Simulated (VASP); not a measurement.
Input of a VASP 6.6.1 run:

The input INCAR:

```
SYSTEM = SiW3
  PREC = Accurate
  ENCUT = 500
  EDIFF = 1E-6
  ISMEAR = 0
  SIGMA = 0.15
  LREAL = .False.
  LASPH = .True.
  NELM = 120
  ALGO = Normal
  ISIF = 2
  LWAVE = .False.
  LCHARG = .True.
  GGA = PS
  LELF = .True.
  LVHAR = .True.
  NBANDS = 31
  GGA_COMPAT = .False.
```

Contents of KPOINTS:

```
regular mesh
0
Gamma
  14 14 14
  0 0 0
```

POSCAR

```
SiW3
1.0
   -2.5771952866      2.5771952866      2.5771952866
    2.5771952866     -2.5771952866      2.5771952866
    2.5771952866      2.5771952866     -2.5771952866
Si W
1 3
Direct
    0.0000000000     -0.0436521053     -0.0436521053
    0.5000000000      0.5000000000      0.0000000000
    0.5000000000      0.0000000000      0.5000000000
    0.0000000000      0.5000000000      0.5000000000
```

Potentials or basis: VASP PAW PBE potentials, release 64 (Si, W_sv).

Run with:

```bash
$ cat potpaw_PBE.64/Si/POTCAR potpaw_PBE.64/W_sv/POTCAR > POTCAR
$ mpirun -np 1 vasp_std > vasp.out
```

(1) Predict the band gap on the k mesh.

(2) Predict the largest force.

(3) Predict the pressure.

Results:

(1) zero (bands 23 and 24 overlap by 1.69 eV).

(2) 2.416 eV/Å.

(3) 2.5 GPa.

Caveat: the cell differs from its parent crystal (atom 1 (Si) moved by (-0.225, +0.000) A along x and z); the stress differs along the axes, from 0 to 7 GPa; the PAW data sets were made with another functional, which shifts forces and pressure a little; spin-orbit coupling is left out, which moves the levels of the heavy elements.
